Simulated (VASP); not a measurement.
# Ag (I4/mmm) in VASP: further runs, part 2 of 2

VASP 6.6.1. The steps go on from the part before.

### Step 5. Electric field gradients, LDA (zz strain of +1 %)

Contents of INCAR:

```
SYSTEM = Ag
PREC     = Accurate       ! precision mode
ENCUT    = 400            ! plane-wave cutoff, eV
EDIFF    = 1E-8           ! SCF threshold, eV
ISMEAR   = -1             ! smearing method
SIGMA    = 0.05           ! smearing width, eV
LREAL    = .False.        ! projectors in reciprocal space
LASPH    = .True.         ! aspherical terms in the spheres
NELM     = 120            ! most SCF steps
ALGO     = Normal         ! electronic algorithm
ISIF     = 2              ! what is computed and relaxed
LWAVE    = .False.        ! write WAVECAR
LCHARG   = .False.        ! write CHGCAR
GGA      = CA             ! functional
LEFG     = .True.       
NBANDS   = 12             ! bands
GGA_COMPAT= .False.
```

Contents of KPOINTS:

```
Automatic mesh
0
Gamma
  15 15 15
  0 0 0
```

Contents of POSCAR:

```
Ag
1.0
    0.0000000000      2.0431000000      2.0635310000
    2.0431000000      0.0000000000      2.0635310000
    2.0431000000      2.0431000000      0.0000000000
Ag
1
Direct
    0.0000000000      0.0000000000      0.0000000000
```

Potentials or basis: VASP PAW LDA potentials, release 64 (Ag).

Command:

```sh
> cat potpaw_LDA.64/Ag/POTCAR > POTCAR
> mpirun -np 1 vasp_std > vasp.out
```

OUTCAR:

```text
SYSTEM = Ag
   PREC = Accurate
   ENCUT = 400
   EDIFF = 1E-8
   ISMEAR = -1
   LREAL = .False.
   LASPH = .True.
   NELM = 120
   ISIF = 2
   GGA = CA

 ion  position               nearest neighbor table
   1  0.000  0.000  0.000-

  LATTYP: Found a body centered tetragonal cell.
 ALAT       =     2.8893797293
 C/A-ratio  =     1.4283556980

  Lattice vectors:

 A1 = (  -2.0431000000,   0.0000000000,   2.0635310000)
 A2 = (   2.0431000000,   0.0000000000,   2.0635310000)
 A3 = (   0.0000000000,   2.0431000000,  -2.0635310000)

Analysis of symmetry for initial positions (statically):
=====================================================================
 Subroutine PRICEL returns:
 Original cell was already a primitive cell.

 Routine SETGRP: Setting up the symmetry group for a
 body centered tetragonal supercell.

 Subroutine GETGRP returns: Found 16 space group operations
 (whereof 16 operations were pure point group operations)
 out of a pool of 16 trial point group operations.

The static configuration has the point symmetry D_4h.

Analysis of symmetry for dynamics (positions and initial velocities):
=====================================================================
 Subroutine PRICEL returns:
 Original cell was already a primitive cell.

 Routine SETGRP: Setting up the symmetry group for a
 body centered tetragonal supercell.

 Subroutine GETGRP returns: Found 16 space group operations
 (whereof 16 operations were pure point group operations)
 out of a pool of 16 trial point group operations.

The dynamic configuration has the point symmetry D_4h.

 Subroutine INISYM returns: Found 16 space group operations
[... 162 lines left out ...]
     12      33.3082      0.00000
[... 331 lines left out ...]
 k-point    24 :       0.2000    0.1333    0.0000
  band No.  band energies     occupation
      1       1.3674      2.00000
      2       2.8441      2.00000
      3       3.6247      2.00000
      4       3.6742      2.00000
      5       4.0303      2.00000
      6       4.5095      2.00000
      7      23.0261      0.00000
      8      24.6676      0.00000
      9      24.9349      0.00000
     10      26.4462      0.00000
     11      29.6322      0.00000
     12      33.1469      0.00000

 [... further k-points ...]

------------------------ aborting loop because EDIFF is reached ----------------------------------------

  FORCE on cell =-STRESS in cart. coord.  units (eV):
  Direction    XX          YY          ZZ          XY          YZ          ZX
  --------------------------------------------------------------------------------------
  -------------------------------------------------------------------------------------
  Total       -0.9178293     -0.9178293     -0.9284275      0.0000000      0.0000000      0.0000000
  in kB      -85.3595739    -85.3595739    -86.3452290      0.0000000      0.0000000      0.0000000
  external PRESSURE =     -85.6881256 kB  Pullay stress =       0.0000000 kB

 VOLUME and BASIS-vectors are now :
 -----------------------------------------------------------------------------
  energy-cutoff  :      400.00
  volume of cell :       17.23
      direct lattice vectors                 reciprocal lattice vectors
     0.000000000  2.043100000  2.063531000    -0.244726151  0.244726151  0.242303120
     2.043100000  0.000000000  2.063531000     0.244726151 -0.244726151  0.242303120
     2.043100000  2.043100000  0.000000000     0.244726151  0.244726151 -0.242303120

 POSITION                                       TOTAL-FORCE (eV/Angst)
 -----------------------------------------------------------------------------------
      0.00000      0.00000      0.00000         0.000000     -0.000000     -0.000000
 -----------------------------------------------------------------------------------
    total drift:                                0.000000      0.000000      0.000000

  FREE ENERGIE OF THE ION-ELECTRON SYSTEM (eV)
  ---------------------------------------------------
  free  energy   TOTEN  =        -3.7477162929 eV

  energy  without entropy=       -3.7443362795  energy(sigma->0) =       -3.74602629

 Electric field gradients (V/A^2)
---------------------------------------------------------------------
 ion       V_xx      V_yy      V_zz      V_xy      V_xz      V_yz
---------------------------------------------------------------------
   1       0.172     0.172    -0.345    -0.001    -0.000    -0.000
---------------------------------------------------------------------

 Electric field gradients after diagonalization (V/A^2)
 (convention: |V_zz| > |V_xx| > |V_yy|)
----------------------------------------------------------------------
 ion       V_xx      V_yy      V_zz     asymmetry (V_yy - V_xx)/ V_zz
----------------------------------------------------------------------
   1       0.174     0.171    -0.345       0.006
----------------------------------------------------------------------

           NMR quadrupolar parameters

 Cq : quadrupolar parameter    Cq=e*Q*V_zz/h
 eta: asymmetry parameters     (V_yy - V_xx)/ V_zz
 Q  : nuclear electric quadrupole moment in mb (millibarn)
----------------------------------------------------------------------
 ion       Cq(MHz)       eta       Q (mb)
----------------------------------------------------------------------
   1      -0.001       0.006       1.000
----------------------------------------------------------------------
```

stdout:

```text
POSCAR found type information on POSCAR Ag
 POSCAR found :  1 types and       1 ions
 scaLAPACK will be used
 LDA part: xc-table for (Slater(with rela. corr.)+CA(PZ))
 , standard interpolation
 POSCAR, INCAR and KPOINTS ok, starting setup
 FFT: planning ... GRIDC
 FFT: planning ... GRID_SOFT
 FFT: planning ... GRID
 WAVECAR not read
 entering main loop
ion   1
```

Wall time 25 s (1 thread of Intel Xeon Platinum 8375C at 2.90GHz (Ice Lake), shared host); peak memory 0.15 GiB.

Results:

```
Free energy                             : -3.7477 eV
Pressure                                : -8.6 GPa
Band gap on the k mesh                  : zero (an odd number of electrons rules out a gap without spin polarisation)
Largest electric field gradient by atom : Ag -0.3 V/Å²
```

Stress tensor (GPa, compression positive):
```
-8.54  0.00  0.00
 0.00 -8.54  0.00
 0.00  0.00 -8.63
```

Levels at points of the mesh, in eV from the Fermi level:
| k point | band 3 | band 4 | band 5 | band 6 | band 7 | band 8 | band 9 | band 10 |
| --- | --- | --- | --- | --- | --- | --- | --- | --- |
| (0.00, 0.00, 0.00) | -4.84 | -4.84 | -3.86 | -3.80 | 15.88 | 19.23 | 19.35 | 19.35 |

Electric field gradients, principal values (V/Å²):
```
atom  least  middle  greatest (by size)
1 Ag  0.171   0.174              -0.345
```

Caveat: the cell differs from its parent crystal (zz strain of +1 %); the cell stands under tension; without QUAD_EFG the Cq values of the log hold for a quadrupole moment of 1 mb, not for the nuclei.

### Step 6. Electric field gradients, LDA (zz strain of +3 %)

Contents of INCAR:

```
PREC = Accurate
ENCUT = 400
EDIFF = 1E-8
ISMEAR = -1
SIGMA = 0.05
LREAL = False
LASPH = True
NELM = 120
ALGO = Normal
ISIF = 2
LWAVE = False
LCHARG = False
GGA = CA
LEFG = True
NBANDS = 12
GGA_COMPAT = False
```

Contents of KPOINTS:

```
regular mesh
0
Gamma
  15 15 15
```

Contents of POSCAR:

```
Ag
1.0
    0.0000000000      2.0431000000      2.1043930000
    2.0431000000      0.0000000000      2.1043930000
    2.0431000000      2.0431000000      0.0000000000
Ag
1
Direct
    0.0000000000      0.0000000000      0.0000000000
```

Potentials or basis: VASP PAW LDA potentials, release 64 (Ag).

Command:

```sh
> cat potpaw_LDA.64/Ag/POTCAR > POTCAR
> mpirun -np 1 vasp_std > vasp.out
```

OUTCAR:

```text
PREC = Accurate
   ENCUT = 400
   EDIFF = 1E-8
   ISMEAR = -1
   LREAL = False
   LASPH = True
   NELM = 120
   ISIF = 2
   GGA = CA

 ion  position               nearest neighbor table
   1  0.000  0.000  0.000-

  LATTYP: Found a body centered tetragonal cell.
 ALAT       =     2.8893797293
 C/A-ratio  =     1.4566399692

  Lattice vectors:

 A1 = (  -2.0431000000,   0.0000000000,   2.1043930000)
[... 565 lines left out ...]
 -----------------------------------------------------------------------------------
    total drift:                                0.000000      0.000000      0.000000

  FREE ENERGIE OF THE ION-ELECTRON SYSTEM (eV)
  ---------------------------------------------------
  free  energy   TOTEN  =        -3.7283172588 eV

  energy  without entropy=       -3.7252661054  energy(sigma->0) =       -3.72679168

 Electric field gradients (V/A^2)
---------------------------------------------------------------------
 ion       V_xx      V_yy      V_zz      V_xy      V_xz      V_yz
---------------------------------------------------------------------
   1       0.076     0.076    -0.152    -0.002     0.000     0.000
---------------------------------------------------------------------

 Electric field gradients after diagonalization (V/A^2)
 (convention: |V_zz| > |V_xx| > |V_yy|)
----------------------------------------------------------------------
 ion       V_xx      V_yy      V_zz     asymmetry (V_yy - V_xx)/ V_zz
----------------------------------------------------------------------
   1       0.078     0.074    -0.152       0.021
----------------------------------------------------------------------

           NMR quadrupolar parameters

 Cq : quadrupolar parameter    Cq=e*Q*V_zz/h
 eta: asymmetry parameters     (V_yy - V_xx)/ V_zz
 Q  : nuclear electric quadrupole moment in mb (millibarn)
----------------------------------------------------------------------
 ion       Cq(MHz)       eta       Q (mb)
----------------------------------------------------------------------
   1      -0.000       0.021       1.000
----------------------------------------------------------------------
```

stdout:

```text
POSCAR found type information on POSCAR Ag
 POSCAR found :  1 types and       1 ions
 scaLAPACK will be used
 LDA part: xc-table for (Slater(with rela. corr.)+CA(PZ))
 , standard interpolation
 POSCAR, INCAR and KPOINTS ok, starting setup
 FFT: planning ... GRIDC
 FFT: planning ... GRID_SOFT
 FFT: planning ... GRID
 WAVECAR not read
 entering main loop
ion   1
```

Wall time 26 s (1 thread of Intel Xeon Platinum 8375C at 2.90GHz (Ice Lake), shared host); peak memory 0.15 GiB.

What came out:

| Quantity | Value |
| --- | --- |
| Free energy | -3.7283 eV |
| Pressure | -10.1 GPa |
| Band gap on the k mesh | zero (an odd number of electrons rules out a gap without spin polarisation) |
| Largest electric field gradient by atom | Ag -0.15 V/Å² |

Levels at points of the mesh, in eV from the Fermi level:
```
           k point  band 2  band 3  band 4  band 5  band 6  band 7  band 8  band 9  band 10  band 11
(0.00, 0.00, 0.00)   -4.90   -4.71   -4.71   -3.87   -3.68   15.86   18.95   19.28    19.28    24.12
```

Caveat: the cell differs from its parent crystal (zz strain of +3 %); the cell stands under tension; without QUAD_EFG the Cq values of the log hold for a quadrupole moment of 1 mb, not for the nuclei.

### Step 7. The runs side by side

```tsv
cell	gap on the mesh (eV)	pressure (GPa)
a = 2.861, b = 2.861, c = 2.889 Å, angles 59.7, 59.7, 60.7°, 1 atom	none	-5.6
a = 2.904, b = 2.904, c = 2.889 Å, angles 60.2, 60.2, 59.7°, 1 atom	none	-8.6
a = 2.933, b = 2.933, c = 2.889 Å, angles 60.5, 60.5, 59.0°, 1 atom	none	-10.1
```

Alike in all rows: task electric field gradients; level LDA; potentials or basis VASP PAW LDA potentials, release 64 (Ag); no spin polarisation; k mesh 15 × 15 × 15; cutoff (eV) 400; smearing fermi-dirac 0.05 eV.

Caveats: the cell stands under tension.

Absolute energies hang on the potentials; compare differences alone.
